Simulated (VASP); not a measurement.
Here is a VASP 6.6.1 calculation.

The input POSCAR:

```
ZnF2
1.0
    4.7495314430      0.0000000000      0.0000000000
    0.0000000000      4.7495314430      0.0000000000
    0.0000000000      0.0000000000      3.1586237967
Zn F
2 4
Direct
    0.5000000000      0.5000000000      0.5000000000
    0.0000000000      0.0000000000      0.0000000000
    0.6968813123      0.6968813123      0.0000000000
    0.8031186877      0.1968813123      0.5000000000
    0.3031186877      0.3031186877      0.0000000000
    0.1968813123      0.8031186877      0.5000000000
```

INCAR.step1

```
SYSTEM = ZnF2
  PREC = Accurate
  ENCUT = 580
  ISMEAR = 0
  SIGMA = 0.02
  LREAL = .FALSE.
  LASPH = .TRUE.
  NELM = 120
  GGA = PE
  ALGO = Normal
  EDIFF = 1E-5
  LWAVE = .TRUE.
  LCHARG = .FALSE.
  GGA_COMPAT = .FALSE.
  IBRION = 2
  EDIFFG = -0.01
  NELMIN = 4
  NSW = 100
  KPAR = 4
```

File INCAR.step2:

```
SYSTEM = ZnF2
  PREC = Accurate
  ENCUT = 580
  EDIFF = 1E-7
  ISMEAR = 0
  SIGMA = 0.02
  LREAL = .FALSE.
  LASPH = .TRUE.
  NELM = 120
  ALGO = Normal
  ISIF = 2
  LWAVE = .FALSE.
  LCHARG = .FALSE.
  METAGGA = R2SCAN
  LMIXTAU = .TRUE.
  IBRION = 2
  NSW = 60
  EDIFFG = -0.008
  ISTART = 1
  GGA_COMPAT = .FALSE.
  NELMIN = 4
  KPAR = 4
```

KPOINTS

```
Automatic mesh
0
G
  6 6 8
  0 0 0
```

Potentials or basis: VASP PAW PBE potentials, release 64 (Zn, F).

Command:

```console
$ cat potpaw_PBE.64/Zn/POTCAR potpaw_PBE.64/F/POTCAR > POTCAR
$ cp INCAR.step1 INCAR
$ mpirun -np 4 vasp_std > vasp.out
$ cp INCAR.step2 INCAR
$ mpirun -np 4 vasp_std > vasp.out
```

Estimate the energy gained by relaxing.

0.1 meV/atom.

What does it give for the band gap on the k mesh?

4.18 eV, direct.

Step by step:
| step | energy change (eV) | largest force (eV/Å) | pressure (GPa) |
| --- | --- | --- | --- |
| 1 | 0.0000 | 0.0352 | -2.95 |
| 2 | -0.0002 | 0.0230 | -2.93 |
| 3 | -0.0003 | 0.0122 | -2.91 |
| 4 | -0.0003 | 0.0094 | -2.86 |
| 5 | -0.0004 | 0.0002 | -2.89 |

Caveat: the cell differs from its parent crystal (equal strain along all axes, cell held: +1.0 %); the PAW data sets were made with another functional, which shifts forces and pressure a little. A k mesh can miss the band edges.
